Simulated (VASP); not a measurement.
A run of VASP 6.6.1 is set up as follows.

Contents of INCAR:

```
SYSTEM = Fe
ALGO = Normal
EDIFF = 1E-7
EDIFFG = -0.01
ENCUT = 600
GGA = PS
IBRION = 2
ISIF = 3
ISMEAR = 0
ISPIN = 2
LASPH = .True.
LCHARG = .False.
LMAXMIX = 4
LORBIT = 11
LREAL = .False.
LWAVE = .False.
MAGMOM = 3.5
NELM = 150
NSW = 80
PREC = Accurate
SIGMA = 0.05
```

File KPOINTS:

```
k-points
0
Gamma
  10 10 10
  0 0 0
```

POSCAR

```
Fe
1.0
    2.4993490196     -0.0000000138     -0.0000000240
   -0.8331163268      2.3564088583     -0.0000000240
   -0.8331163268     -1.1782043946      2.0407099530
Fe
1
Direct
    0.0000000000      0.0000000000      0.0000000000
```

Potentials or basis: VASP PAW PBE potentials, release 64 (Fe).

The run is started by

```sh
$ cat potpaw_PBE.64/Fe/POTCAR > POTCAR
$ mpirun -np 1 vasp_std > vasp.out
```

Task: Predict the relaxed cell.

Result: a = 2.415 Å, b = 2.415 Å, c = 2.415 Å, α = 109.47°, β = 109.47°, γ = 109.47°.

Task: Estimate the space group after relaxing (to 0.05 Å).

Result: Im-3m (No. 229).

Final structure:
```
Fe
1.0
     2.41459    0.00000    0.00000
    -0.80486    2.27650    0.00000
    -0.80486   -1.13825    1.97151
Fe
1
Cartesian
  0.0000 0.0000 0.0000
```
